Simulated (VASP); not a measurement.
Crystal: BaTa3O2.

```xyz
6
Lattice="4.5930 0.0000 0.0000 0.0000 4.5930 0.0000 0.0000 0.0000 5.2081" Properties=species:S:1:pos:R:3 pbc="T T T"
Ba    0.0000    0.0000    0.0000
Ta    2.2965    2.2965    0.0000
Ta    0.0000    2.2965    2.7457
Ta    2.2965    0.0000    2.4624
O     0.0000    2.2965    4.6975
O     2.2965    0.0000    0.5106
```

The cell was generated, and may not be a known phase.

| Quantity | Value |
| --- | --- |
| Program | VASP 6.6.1 |
| Task | relaxation of cell and atoms |
| Functional | PBE |
| Potentials or basis | VASP PAW PBE potentials, release 64 (Ba_sv, Ta_sv_GW, O) |
| Cutoff | 700 eV |
| k mesh | 8 × 8 × 8 |
| Occupations | gaussian, width 0.1 eV |
| Spin | no spin polarisation |

At the start: pressure 1.9 GPa; volume 18.31 Å³/atom.

Q: How do energy, volume and symmetry change on relaxing?

A: Over 12 steps the energy falls by 3.2 meV/atom and the volume is 18.53 Å³/atom (+1.2 %); space group P-4m2 (No. 115, to 0.1 Å) before and after.

The path:
```csv
step,energy change (eV),largest force (eV/Å),pressure (GPa),volume (Å³)
1,0.0000,0.1579,1.90,109.87
2,-0.0058,0.1470,-2.07,113.35
3,-0.0153,0.1464,-0.38,111.79
4,-0.0161,0.2547,0.22,111.55
5,-0.0172,0.1315,-0.05,111.65
6,-0.0184,0.0859,-0.06,111.52
7,-0.0193,0.0124,-0.05,111.23
8,-0.0193,0.0127,-0.05,111.24
9,-0.0193,0.0128,-0.05,111.25
10,-0.0193,0.0134,0.05,111.15
11,-0.0193,0.0133,0.04,111.17
12,-0.0194,0.0042,0.02,111.16
```

Final structure:
```xyz
6
Lattice="4.6377 0.0000 0.0000 0.0000 4.6377 0.0000 0.0000 0.0000 5.1683" Properties=species:S:1:pos:R:3 pbc="T T T"
Ba    4.6377    0.0000    0.0000
Ta    2.3189    2.3189    5.1683
Ta    0.0000    2.3189    2.7071
Ta    2.3189    0.0000    2.4612
O     0.0000    2.3189    4.6521
O     2.3189    0.0000    0.5162
```
